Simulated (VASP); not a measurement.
Wanted: the native input for a VASP 6.6.1 run.

* Task: single point
* Functional: PBE
* Dispersion: D3(BJ)
* Potentials or basis: VASP PAW PBE potentials, release 64 (La, P, Ru_pv, O)
* Cutoff: 520 eV
* k mesh: 10 × 10 × 4
* Occupations: gaussian, width 0.1 eV
* Spin: no spin polarisation
* Dipole correction: no
* Further INCAR settings: ALGO = Normal; EDIFF = 1e-07; NBANDS = 46

The structure of LaPRuO lies in POSCAR:

```
LaPRuO
1.0
    4.0375866557      0.0000000000      0.0000000000
    0.0000000000      4.0375866557      0.0000000000
    0.0000000000      0.0000000000      8.3270410877
La P Ru O
2 2 2 2
Direct
    0.0000000000      0.5000000000      0.8532068043
    0.5000000000      0.0000000000      0.1467931957
    0.5000000000      0.0000000000      0.6385717151
    0.0000000000      0.5000000000      0.3614282849
    0.0000000000      0.0000000000      0.5000000000
    0.5000000000      0.5000000000      0.5000000000
    0.5000000000      0.5000000000      0.0000000000
    0.0000000000      0.0000000000      0.0000000000
```

One way to write it, as run:

INCAR

```
SYSTEM = LaPRuO
PREC     = Accurate       ! precision mode
ENCUT    = 520            ! plane-wave cutoff, eV
EDIFF    = 1E-7           ! SCF threshold, eV
ISMEAR   = 0              ! smearing method
SIGMA    = 0.1            ! smearing width, eV
LREAL    = .FALSE.        ! projectors in reciprocal space
LASPH    = .TRUE.         ! aspherical terms in the spheres
NELM     = 100            ! most SCF steps
ALGO     = Normal         ! electronic algorithm
ISIF     = 2              ! what is computed and relaxed
LWAVE    = .FALSE.        ! write WAVECAR
LCHARG   = .FALSE.        ! write CHGCAR
GGA      = PE             ! functional
IVDW     = 12             ! dispersion correction
NBANDS   = 46             ! bands
```

KPOINTS

```
Automatic mesh
0
G
  10 10 4
  0 0 0
```

Potentials or basis: VASP PAW PBE potentials, release 64 (La, P, Ru_pv, O).

Run with:

```console
$ cat potpaw_PBE.64/La/POTCAR potpaw_PBE.64/P/POTCAR potpaw_PBE.64/Ru_pv/POTCAR potpaw_PBE.64/O/POTCAR > POTCAR
$ mpirun -np 1 vasp_std > vasp.out
```

Results of the run:

```yaml
Pressure: -0.2 GPa
Largest_force: 0.008 eV/Å
Band_gap_on_the_k_mesh: zero (bands 36 and 37 overlap by 1.01 eV)
Dispersion_energy_per_atom: -0.395 eV
```

Caveat: spin-orbit coupling is left out, which moves the levels of the heavy elements.

Wall time 7.9 min on 1 thread of Intel(R) Xeon(R) Platinum 8259CL CPU @ 2.50GHz (Skylake/Cascade Lake), on a shared host, peak memory 0.51 GiB.
